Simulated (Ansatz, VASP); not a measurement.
**Two plane-wave programs on CdSe**

The input POSCAR:

```
CdSe
1.0
    0.0176704184      3.0707260341      3.0707260341
    3.0707260341      0.0176704184      3.0707260341
    3.0707260341      3.0707260341      0.0176704184
Cd Se
1 1
Direct
    0.0006243822      0.0006243822      0.0006243822
    0.2493756178      0.2493756178      0.2493756178
```

The input INCAR.step1:

```
PREC = Accurate
ENCUT = 520
ISMEAR = 0
SIGMA = 0.01
LREAL = F
LASPH = T
NELM = 80
NBANDS = 16
GGA = PE
ALGO = Normal
EDIFF = 1E-4
LWAVE = T
LCHARG = F
```

Contents of INCAR.step2:

```
PREC = Accurate
ENCUT = 520
EDIFF = 1E-6
ISMEAR = 0
SIGMA = 0.01
LREAL = F
LASPH = T
NELM = 80
ALGO = Normal
ISIF = 2
LWAVE = F
LCHARG = F
METAGGA = R2SCAN
LMIXTAU = T
NBANDS = 16
ISTART = 1
```

File KPOINTS:

```
Automatic mesh
0
Gamma
  8 8 8
```

Input for Ansatz:

```yaml
crystal:
  lattice:
    - [0.0176704184, 3.0707260341, 3.0707260341]
    - [3.0707260341, 0.0176704184, 3.0707260341]
    - [3.0707260341, 3.0707260341, 0.0176704184]
  atoms:
    - { symbol: Cd, position: [0.0006243822, 0.0006243822, 0.0006243822] }
    - { symbol: Se, position: [0.2493756178, 0.2493756178, 0.2493756178] }
kpoints:
  mp_grid: { grid: [8, 8, 8] }
  band_path:
    path:
      - [0.0, 0.0, 0.0]
      - [-0.5, -0.5, 0.0]
      - [-0.375, -0.375, 0.25]
      - [-0.375, 0.0, 0.375]
      - [0.0, 0.0, 0.5]
      - [-0.5, -0.25, 0.25]
    npoints: 1
hamiltonian:
  xc: r2scan
scf:
  occupations: { method: fixed }
  n_extra_bands: 4
output:
  forces: true
  stress: true
  eigenvalues: true
```

Change from the starting cell: epitaxial_111 strain -0.5%.

Alike in both runs: task single point; functional r2SCAN; k mesh 8 × 8 × 8; no spin polarisation.

```csv
,VASP,Ansatz
version,VASP 6.6.1,Ansatz 0.2.0
potentials or method,"VASP PAW PBE potentials, release 64 (Cd, Se)","plane waves, PAW"
plane-wave cutoff (eV),520,500
occupations,"gaussian, width 0.01 eV",fixed
valence electrons in the cell,18,36
```

VASP gave:

* gap on the k mesh at the Fermi level (eV): 1.03
* pressure (GPa): 0.5
* traceless stress, the component that is largest in VASP (GPa): -0.13

Problem. Which values does Ansatz return?

Solution. gap on the k mesh at the Fermi level (eV): 1.04; pressure (GPa): 0.2; traceless stress, the component that is largest in VASP (GPa): -0.13.

VASP's potentials were made for PBE, not for r2SCAN. VASP's potentials hold 18 valence electrons a cell and Ansatz's 36, so a difference there can come from the potentials and not from the codes.
